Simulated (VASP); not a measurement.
A run of VASP 6.6.1 is set up as follows.

Contents of INCAR:

```
SYSTEM = Y
  PREC = Accurate
  ENCUT = 500
  EDIFF = 1E-7
  ISMEAR = -1
  SIGMA = 0.05
  LREAL = .False.
  LASPH = .True.
  NELM = 200
  ALGO = Normal
  ISIF = 3
  LWAVE = .False.
  LCHARG = .False.
  MAGMOM = 0 0 0
  LORBIT = 11
  LSORBIT = .True.
  GGA_COMPAT = .False.
  LORBMOM = .True.
  LMAXMIX = 4
  GGA = PE
  IBRION = 2
  NSW = 60
  EDIFFG = -0.005
  NELMIN = 4
```

The input KPOINTS:

```
regular mesh
0
Gamma
  14 14 14
  0 0 0
```

Contents of POSCAR:

```
Y
1.0
    0.0000000000      2.5442778266      2.5442778266
    2.5442778266      0.0000000000      2.5442778266
    2.5442778266      2.5442778266      0.0000000000
Y
1
Direct
    0.0000000000      0.0000000000      0.0000000000
```

Potentials or basis: VASP PAW PBE potentials, release 64 (Y_sv).

The run is started by

```bash
$ cat potpaw_PBE.64/Y_sv/POTCAR > POTCAR
$ mpirun -np 1 vasp_ncl > vasp.out
```

Task: Estimate the net moment.

Result: 0.00 μB per cell.

Task: Predict the relaxed volume.

Result: 32.35 Å³/atom.

Final structure:
```
Y
1.0
     0.00000    2.52912    2.52912
     2.52912    0.00000    2.52912
     2.52912    2.52912    0.00000
Y
1
Direct
  0.00000 0.00000 0.00000
```
